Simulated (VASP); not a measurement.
# Sr3Br2 (P-3m1) in VASP: a series of runs, part 2 of 2

VASP 6.6.1. Earlier steps stand in the parts before.

## 4. Relaxation of cell and atoms, PBE

This run uses another cell than the first one, of 30.72 Å³/atom.

INCAR

```
  PREC = Accurate
  ENCUT = 600
  EDIFF = 1E-6
  ISMEAR = 0
  SIGMA = 0.1
  LREAL = False
  LASPH = True
  NELM = 80
  ALGO = Normal
  ISIF = 3
  LWAVE = False
  LCHARG = False
  GGA = PE
  IBRION = 2
  NSW = 90
  EDIFFG = -0.04
```

KPOINTS

```
Automatic mesh
0
Gamma
  6 6 2
```

POSCAR

```
Sr3Br2
1.0
    4.8485300388      0.0000000000      0.0000000000
   -2.4242650194      4.1989501846      0.0000000000
    0.0000000000      0.0000000000      7.5435251619
Sr Br
3 2
Direct
    0.0000000000      0.0000000000      0.0000000000
    0.3333333333      0.6666666667      0.6450000000
    0.6666666667      0.3333333333      0.3550000000
    0.3333333333      0.6666666667      0.2450000000
    0.6666666667      0.3333333333      0.7550000000
```

Started as:

```console
$ cat potpaw_PBE.64/Sr_sv/POTCAR potpaw_PBE.64/Br/POTCAR > POTCAR
$ mpirun -np 1 vasp_std > vasp.out
```

It took 14 min on 1 thread of AMD EPYC 9R45 (Zen 5), shared host; peak memory 0.31 GiB.

It converged, with:

```
Free energy                           : -13.7497 eV
Relaxed volume                        : 39.06 Å³/atom
Relaxed cell                          : a = 4.213 Å, b = 4.213 Å, c = 12.706 Å, α = 90.00°, β = 90.00°, γ = 120.00°
Space group after relaxing (to 0.1 Å) : P-3m1 (No. 164)
Energy gained by relaxing             : 528.3 meV/atom
Ionic steps                           : 29
Pressure after relaxing               : 0.0 GPa
Largest force after relaxing          : 0.038 eV/Å
Band gap on the k mesh                : zero (bands 22 and 23 overlap by 1.04 eV)
```

Forces on the atoms (eV/Å):
```
Sr   0.000  0.000  0.000
Sr   0.000  0.000  0.018
Sr   0.000  0.000 -0.018
Br   0.000  0.000  0.038
Br   0.000  0.000 -0.038
```

Stress tensor (GPa, compression positive):
```
 0.03  0.00  0.00
 0.00  0.03  0.00
 0.00  0.00 -0.05
```

The path:
| step | energy change (eV) | largest force (eV/Å) | pressure (GPa) | volume (Å³) |
| --- | --- | --- | --- | --- |
| 1 | 0.0000 | 1.2589 | 7.20 | 153.58 |
| 2 | -0.9303 | 0.3396 | 1.67 | 186.30 |
| 3 | -1.0526 | 0.1888 | 0.35 | 201.59 |
| 4 | -1.0676 | 0.2051 | -0.15 | 209.10 |
| 5 | -1.0678 | 0.2072 | -0.22 | 210.33 |
| 6 | -1.1281 | 0.1969 | -0.25 | 209.79 |
| 7 | -1.3310 | 0.3157 | -0.12 | 207.50 |
| 8 | -1.6682 | 0.5484 | 0.93 | 200.17 |
| 9 | -0.9112 | 2.5772 | 7.01 | 176.30 |
| 10 | -1.7214 | 1.0149 | 2.06 | 194.55 |
| 11 | -1.7016 | 1.1961 | 2.52 | 192.39 |
| 12 | -1.7185 | 1.2206 | 2.49 | 192.89 |
| 13 | -1.7626 | 1.2902 | 2.41 | 194.34 |
| 14 | -1.8210 | 1.4020 | 2.27 | 196.90 |
| 15 | -1.8526 | 1.5148 | 2.24 | 200.74 |
| 16 | -1.9543 | 1.3645 | 1.67 | 204.38 |
| 17 | -2.1512 | 0.9800 | 0.20 | 215.57 |
| 18 | -2.1762 | 0.4507 | -1.61 | 239.13 |
| 19 | -2.2166 | 0.6464 | -0.97 | 228.88 |
| 20 | -2.2601 | 0.6323 | -0.95 | 226.50 |
| 21 | -2.3815 | 0.5666 | -0.84 | 219.46 |
| 22 | -2.5600 | 0.3518 | -0.44 | 205.80 |
| 23 | -2.4657 | 0.4097 | 1.49 | 180.09 |
| 24 | -2.6089 | 0.1618 | 0.00 | 197.04 |
| 25 | -2.6109 | 0.0990 | 0.14 | 194.73 |
| 26 | -2.6333 | 0.0377 | 0.06 | 194.85 |
| 27 | -2.6408 | 0.0454 | 0.02 | 194.90 |
| 28 | -2.6409 | 0.0409 | 0.03 | 194.90 |
| 29 | -2.6417 | 0.0378 | 0.00 | 195.28 |

Final structure:
```yaml
crystal:
  lattice:
    - [4.21270, 0.00000, 0.00000]
    - [-2.10635, 3.64831, 0.00000]
    - [0.00000, 0.00000, 12.70574]
  atoms:
    - { symbol: Sr, position: [0.00000, 0.00000, 0.00000] }
    - { symbol: Sr, position: [0.33333, 0.66667, 0.63222] }
    - { symbol: Sr, position: [0.66667, 0.33333, 0.36778] }
    - { symbol: Br, position: [0.33333, 0.66667, 0.18992] }
    - { symbol: Br, position: [0.66667, 0.33333, 0.81008] }
```

Levels at points of the mesh, in eV from the Fermi level:
```csv
k point,band 20,band 21,band 22,band 23,band 24,band 25
"(0.00, 0.00, 0.00)",-4.67,-2.81,-0.83,-0.80,0.86,1.11
"(0.50, 0.00, 0.00)",-5.00,-0.59,-0.47,-0.20,0.58,0.81
"(0.00, 0.00, 0.50)",-4.67,-2.50,-1.75,-0.05,0.77,1.26
"(0.50, 0.00, 0.50)",-5.00,-0.74,-0.41,0.11,0.20,1.09
```

Caveat: the k points lie up to 0.29 Å⁻¹ apart in the final cell, too coarse for converged energies and pressures of a metal; the volume moved by over 15 % at a fixed basis, so the end points are rough.

## 5. Single point, PBE

INCAR

```
ALGO = Normal
EDIFF = 1E-7
ENCUT = 520
GGA = PE
ISIF = 2
ISMEAR = 0
LASPH = True
LCHARG = False
LREAL = False
LWAVE = False
NBANDS = 30
NELM = 100
PREC = Accurate
SIGMA = 0.1
```

KPOINTS

```
k-points
0
Gamma
  12 12 4
```

POSCAR

```
Sr3Br2
1.0
    4.4619662221      0.0000000000      0.0000000000
   -2.2309831111      3.8641760991      0.0000000000
    0.0000000000      0.0000000000     14.5741654548
Sr Br
3 2
Direct
    0.0000000000      0.0000000000      0.0000000000
    0.3333333333      0.6666666667      0.6111391022
    0.6666666667      0.3333333333      0.3888608978
    0.3333333333      0.6666666667      0.1141022842
    0.6666666667      0.3333333333      0.8858977158
```

Started as:

```console
$ cat potpaw_PBE.64/Sr_sv/POTCAR potpaw_PBE.64/Br/POTCAR > POTCAR
$ mpirun -np 1 vasp_std > vasp.out
```

Run time: 5 min. Hardware: 1 thread of AMD EPYC 9R45 (Zen 5), shared host; peak memory 0.63 GiB.

It converged, with:

* Free energy: -13.9528 eV
* Pressure: 0.1 GPa
* Largest force: 0.017 eV/Å
* Band gap on the k mesh: zero (bands 22 and 23 overlap by 0.38 eV)

Forces in eV/Å, atoms in the order of the input:
```
Sr   0.000  0.000  0.000
Sr   0.000  0.000  0.009
Sr   0.000  0.000 -0.009
Br   0.000  0.000  0.017
Br   0.000  0.000 -0.017
```

Levels at points of the mesh, in eV from the Fermi level:
```tsv
k point	band 18	band 19	band 20	band 21	band 22	band 23	band 24	band 25	band 26	band 27
(0.00, 0.00, 0.00)	-5.24	-5.01	-5.01	-3.13	-1.71	-0.28	0.84	1.26	1.27	1.27
(0.50, 0.00, 0.00)	-5.53	-5.38	-5.36	-0.89	-0.62	0.13	0.33	0.54	0.73	1.59
(0.00, 0.00, 0.50)	-5.24	-5.01	-5.01	-3.08	-1.84	-0.02	0.57	1.27	1.27	1.45
(0.50, 0.00, 0.50)	-5.53	-5.38	-5.36	-0.91	-0.60	0.22	0.24	0.61	0.65	1.66
```

## 6. The runs side by side

| task | cell | k mesh | cutoff (eV) | gap on the mesh (eV) | pressure (GPa) | largest force (eV/Å) |
| --- | --- | --- | --- | --- | --- | --- |
| single point | a = 4.462, b = 4.462, c = 14.552 Å, angles 90.0, 90.0, 120.0°, 5 atoms, atomic positions A | 6 × 6 × 2 | 520 | none | 0.1 | 0.03 |
| single point | a = 4.849, b = 4.849, c = 7.544 Å, angles 90.0, 90.0, 120.0°, 5 atoms, atomic positions B | 6 × 6 × 4 | 520 | none | 7.1 | 1.25 |
| relaxation of cell and atoms | relaxed from a = 4.849, b = 4.849, c = 7.544 Å, angles 90.0, 90.0, 120.0°, 5 atoms, atomic positions B | 6 × 6 × 2 | 600 | none | 0.0 | 0.04 |
| single point | a = 4.462, b = 4.462, c = 14.574 Å, angles 90.0, 90.0, 120.0°, 5 atoms, atomic positions A | 12 × 12 × 4 | 520 | none | 0.1 | 0.02 |

Alike in all rows: level PBE; potentials or basis VASP PAW PBE potentials, release 64 (Sr_sv, Br); no spin polarisation; smearing gaussian 0.1 eV.

Caveats: some runs use coarse meshes; the cell stands under pressure (at least some runs); forces of over 1 eV/Å act on the atoms, so gaps and moduli don't describe the material at rest (at least some runs); the volume moved by over 15 % at a fixed basis, so the end points are rough (at least some runs).

Total energies depend on the potentials used, so only differences within one code and one set of settings carry meaning.
